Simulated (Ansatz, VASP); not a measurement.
# Two plane-wave programs on Hf2H3

```
Hf H
1.0
     3.53132    0.00000    0.00000
     0.00000    3.53132    0.00000
     0.00000    0.00000    5.84274
Hf H
2 3
Direct
  0.50000 0.50000 0.50000
  0.50000 0.50000 0.00000
  0.50000 0.00000 0.00000
  0.00000 0.50000 0.00000
  0.00000 0.00000 0.00000
```

Change from the starting cell: species swapped into the Zr3Cd2 type (Pmmm, No. 47).

Alike in both runs: task relaxation of cell and atoms; functional PBE; k mesh 10 × 10 × 6; occupations gaussian, width 0.1 eV; no spin polarisation.

|  | VASP | Ansatz |
| --- | --- | --- |
| version | VASP 6.6.1 | Ansatz 0.2.0 |
| potentials or method | VASP PAW PBE potentials, release 64 (Hf_pv, H), cutoff 600 eV | scalar-relativistic, plane waves, PAW |
| valence electrons in the cell | 23 | 55 |

|  | VASP | Ansatz | Ansatz less VASP |
| --- | --- | --- | --- |
| gap on the k mesh at the Fermi level, each at its own relaxed structure (eV) | none | none | - |
| relaxed volume (Å³/atom) | 14.62 | 14.63 | +0.010 |
| relaxed cell length with the largest relative difference (Å) | 5.837 | 5.844 | +0.0061 |

A gap of «none» marks a metal or a gap that the smearing closes. VASP's potentials hold 23 valence electrons a cell and Ansatz's 55, so a difference there can come from the potentials and not from the codes.

Spin-orbit coupling is off throughout.
